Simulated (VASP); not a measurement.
Write the native input for VASP 6.6.1 that does the following.

```
Task                   : single point
Functional             : PBE
Potentials or basis    : VASP PAW PBE potentials, release 64 (Li_sv, Lu, C)
Cutoff                 : 520 eV
k mesh                 : 14 × 14 × 12
Occupations            : gaussian, width 0.1 eV
Spin                   : no spin polarisation
Dipole correction      : no
Further INCAR settings : ALGO = Normal; EDIFF = 1e-06; NBANDS = 23
```

The structure of LiLuC lies in POSCAR:

```
LiLuC
1.0
    3.4063305589      0.0000000000      0.0000000000
    0.0000000000      3.4063305589      0.0000000000
    0.0000000000      0.0000000000      4.2607620963
Li Lu C
1 1 1
Direct
    0.5000000000      0.5000000000      0.5000000000
    0.0000000000      0.0000000000      0.0000000000
    0.5000000000      0.5000000000      0.0000000000
```

The cell was built from a structure type or drawn by symmetry, and may not be a known phase.

One way to write it, as run:

INCAR

```
SYSTEM = LiLuC
  PREC = Accurate
  ENCUT = 520
  EDIFF = 1E-6
  ISMEAR = 0
  SIGMA = 0.1
  LREAL = .FALSE.
  LASPH = .TRUE.
  NELM = 100
  ALGO = Normal
  ISIF = 2
  LWAVE = .FALSE.
  LCHARG = .FALSE.
  GGA = PE
  NBANDS = 23
```

KPOINTS

```
regular mesh
0
G
  14 14 12
  0 0 0
```

Potentials or basis: VASP PAW PBE potentials, release 64 (Li_sv, Lu, C).

Run with:

```bash
$ cat potpaw_PBE.64/Li_sv/POTCAR potpaw_PBE.64/Lu/POTCAR potpaw_PBE.64/C/POTCAR > POTCAR
$ mpirun -np 1 vasp_std > vasp.out
```

Results of the run:

The band gap on the k mesh is zero (bands 16 and 17 overlap by 1.90 eV).

Caveat: spin-orbit coupling is left out, which moves the levels of the heavy elements.

Wall time 6.1 min on 1 thread of Intel Xeon 8259CL, with other jobs on the host, peak memory 0.42 GiB.
